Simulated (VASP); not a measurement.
Crystal: Ta.

```
Ta
1.0
    -1.65500    1.65500    1.65500
     1.65500   -1.65500    1.65500
     1.65500    1.65500   -1.65500
Ta
1
Cartesian
  0.0000 0.0000 0.0000
```

```yaml
Program: VASP 6.6.1
Task: relaxation of cell and atoms
Functional: PBEsol
Potentials_or_basis: VASP PAW PBE potentials, release 64 (Ta_pv)
Cutoff: 600 eV
k_mesh: 16 × 16 × 16
Occupations: gaussian, width 0.1 eV
Spin: no spin polarisation
```

At the start: pressure -4.8 GPa; volume 18.13 Å³/atom.

Q: Where does the relaxation end?

A: Over 4 steps the energy falls by 6.6 meV/atom and the volume is 17.70 Å³/atom (-2.4 %); space group Im-3m (No. 229, to 0.05 Å).

Step by step:
| step | energy change (eV) | largest force (eV/Å) | pressure (GPa) | volume (Å³) |
| --- | --- | --- | --- | --- |
| 1 | 0.0000 | 0.0000 | -4.78 | 18.13 |
| 2 | 0.0285 | 0.0000 | 12.42 | 16.75 |
| 3 | -0.0066 | 0.0000 | -0.09 | 17.70 |
| 4 | -0.0066 | 0.0000 | 0.01 | 17.70 |

Final structure:
```
Ta
1.0
    -1.64161    1.64161    1.64161
     1.64161   -1.64161    1.64161
     1.64161    1.64161   -1.64161
Ta
1
Direct
  0.00000 0.00000 0.00000
```

Caveat: the PAW data sets were made with another functional, which shifts forces and pressure a little.
